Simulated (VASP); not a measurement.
A run of VASP 6.6.1:

File INCAR:

```
  ALGO = Fast
  EDIFF = 1E-7
  EDIFFG = -0.04
  ENCUT = 600
  GGA = PE
  IBRION = 2
  ISIF = 3
  ISMEAR = 0
  ISPIN = 2
  LASPH = T
  LCHARG = F
  LMAXMIX = 4
  LORBIT = 11
  LREAL = F
  LWAVE = F
  MAGMOM = 0 0 0 0 -4 4 4 3
  NELM = 150
  NSW = 90
  PREC = Accurate
  SIGMA = 0.1
```

File KPOINTS:

```
k-points
0
Gamma
  4 4 4
```

POSCAR

```
Al4Fe3Co
1.0
   -2.9901031700      2.9901031700      2.9901031700
    2.9901031700     -2.9901031700      2.9901031700
    2.9901031700      2.9901031700     -2.9901031700
Al Fe Co
4 3 1
Direct
    0.0000000000      0.5000000000      0.0000000000
    0.5000000000      0.5000000000      0.5000000000
    0.0000000000      0.0000000000      0.5000000000
    0.5000000000      0.0000000000      0.0000000000
    0.5000000000      0.0000000000      0.5000000000
    0.5000000000      0.5000000000      0.0000000000
    0.0000000000      0.5000000000      0.5000000000
    0.0000000000      0.0000000000      0.0000000000
```

Potentials or basis: VASP PAW PBE potentials, release 64 (Al, Fe, Co).

Run with:

```bash
$ cat potpaw_PBE.64/Al/POTCAR potpaw_PBE.64/Fe/POTCAR potpaw_PBE.64/Co/POTCAR > POTCAR
$ mpirun -np 1 vasp_std > vasp.out
```

Hardware: 1 thread of Oxide Virtual Turin-like Processor (shared host).

Task: How long does it take, and how much memory?

Result: Run time: 17 min on 1 thread of Oxide Virtual Turin-like Processor, with other jobs on the host, peak memory 0.35 GiB. Counts: scf iterations 80, k points 13, ion steps 4.
